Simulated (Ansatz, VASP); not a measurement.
**NbRu3C in VASP and in Ansatz**

INCAR

```
SYSTEM = NbRu3C
ALGO = Normal ; EDIFF = 1E-6
ENCUT = 520 ; GGA = PE
ISIF = 2 ; ISMEAR = -1
LASPH = .True. ; LCHARG = .True.
LELF = .True. ; LREAL = .False.
LVHAR = .True. ; LWAVE = .False.
NBANDS = 38 ; NELM = 60
PREC = Accurate ; SIGMA = 0.05
```

File KPOINTS:

```
k-points
0
Gamma
  7 7 7
  0 0 0
```

File POSCAR:

```
NbRu3C
1.0
    4.1186327925      0.0000000000      0.0000000000
    0.0000000000      4.1186327925      0.0000000000
    0.0000000000      0.0000000000      4.1186327925
Ru Nb C
3 1 1
Direct
    0.5000000000      0.5000000000      0.0000000000
    0.5000000000      0.0000000000      0.5000000000
    0.0000000000      0.5000000000      0.5000000000
    0.0000000000      0.0000000000      0.0000000000
    0.5000000000      0.5000000000      0.5000000000
```

input.yaml

```yaml
crystal:
  lattice:
    - [4.1186327925, 0.0, 0.0]
    - [0.0, 4.1186327925, 0.0]
    - [0.0, 0.0, 4.1186327925]
  atoms:
    - { symbol: Ru, position: [0.5, 0.5, 0.0] }
    - { symbol: Ru, position: [0.5, 0.0, 0.5] }
    - { symbol: Ru, position: [0.0, 0.5, 0.5] }
    - { symbol: Nb, position: [0.0, 0.0, 0.0] }
    - { symbol: C, position: [0.5, 0.5, 0.5] }
hamiltonian:
  xc: pbe
  pseudopotentials: { kind: paw }
kpoints:
  mp_grid: { grid: [7, 7, 7] }
scf:
  occupations: { method: fermi_dirac, width: 0.05 }
output:
  forces: true
  stress: true
  eigenvalues: true
```

Alike in both runs: task single point; functional PBE; k mesh 7 × 7 × 7; occupations fermi-dirac, width 0.05 eV; no spin polarisation.

|  | VASP | Ansatz |
| --- | --- | --- |
| version | VASP 6.6.1 | Ansatz 0.2.0 |
| potentials or method | VASP PAW PBE potentials, release 64 (Ru_pv, Nb_sv, C) | Ansatz PAW |
| plane-wave cutoff (eV) | 520 | 420 |
| valence electrons in the cell | 59 | 65 |

VASP gave:

- gap on the k mesh at the Fermi level (eV): none
- pressure (GPa): -13.1

**Question.** Which values does Ansatz return?

**Answer.** gap on the k mesh at the Fermi level (eV): none; pressure (GPa): -12.9.

A gap of «none» marks a metal or a gap that the smearing closes. The functional is the same, so the differences come from potentials, cutoffs and numerics. VASP's potentials hold 59 valence electrons a cell and Ansatz's 65, so a difference there can come from the potentials and not from the codes.
